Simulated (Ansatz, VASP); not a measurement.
## YbSi2C2: VASP beside Ansatz

```
C Si Yb
1.0
     5.86663    0.00000    0.00000
     0.00000    5.86663    0.00000
     0.00000    0.00000    3.93168
C Si Yb
4 4 2
Direct
  0.16260 0.66260 0.50000
  0.33740 0.16260 0.50000
  0.83740 0.33740 0.50000
  0.66260 0.83740 0.50000
  0.36220 0.86220 0.50000
  0.13780 0.36220 0.50000
  0.63780 0.13780 0.50000
  0.86220 0.63780 0.50000
  0.00000 0.00000 0.00000
  0.50000 0.50000 0.00000
```

Alike in both runs: task single point; functional r2SCAN; k mesh 4 × 4 × 6; occupations gaussian, width 0.0816 eV; no spin polarisation.

|  | VASP | Ansatz |
| --- | --- | --- |
| version | VASP 6.6.1 | Ansatz 0.2.0 |
| potentials or method | VASP PAW PBE potentials, release 64 (C, Si, Yb), cutoff 520 eV | PAW plane waves |
| valence electrons in the cell | 80 | 80 |

VASP gave:

- pressure (GPa): 17.9
- traceless stress, the component that is largest in VASP (GPa): -22.30
- rms of the force components (eV/Å): 0.752

**Question.** What did Ansatz give for the same quantities?

**Answer.** Pressure (GPa): 18.7; traceless stress, the component that is largest in VASP (GPa): -22.49; rms of the force components (eV/Å): 0.762.

VASP's potentials were made for PBE, not for r2SCAN. Atom by atom the forces differ by 0.010 eV/Å (rms over components).

Neither program's run includes spin-orbit coupling.
